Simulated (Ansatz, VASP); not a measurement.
**One calculation of SnSe, two programs**

```
CELL_PARAMETERS angstrom
0.00000 2.96645 2.96645
2.96645 0.00000 2.96645
2.96645 2.96645 0.00000
ATOMIC_POSITIONS crystal
Sn 0.00000 0.00000 0.00000
Se 0.50000 0.50000 0.50000
```

Alike in both runs: functional PBEsol; k mesh 6 × 6 × 6; no spin polarisation.

Ansatz relaxed the structure, and its values are those at the end. VASP's run is a single point on that final structure, the one shown.

```csv
,VASP,Ansatz
version,VASP 6.6.1,Ansatz 0.2.0
potentials or method,"VASP PAW PBE potentials, release 64 (Sn_d, Se)","plane waves, PAW"
plane-wave cutoff (eV),500,420
occupations,"gaussian, width 0.01 eV",fixed
valence electrons in the cell,20,30
```

|  | VASP | Ansatz | Ansatz less VASP |
| --- | --- | --- | --- |
| pressure (GPa) | 0.0 | 0.0 | -0.02 |

VASP's potentials were made for PBE, not for PBEsol. VASP's potentials hold 20 valence electrons a cell and Ansatz's 30, so a difference there can come from the potentials and not from the codes.
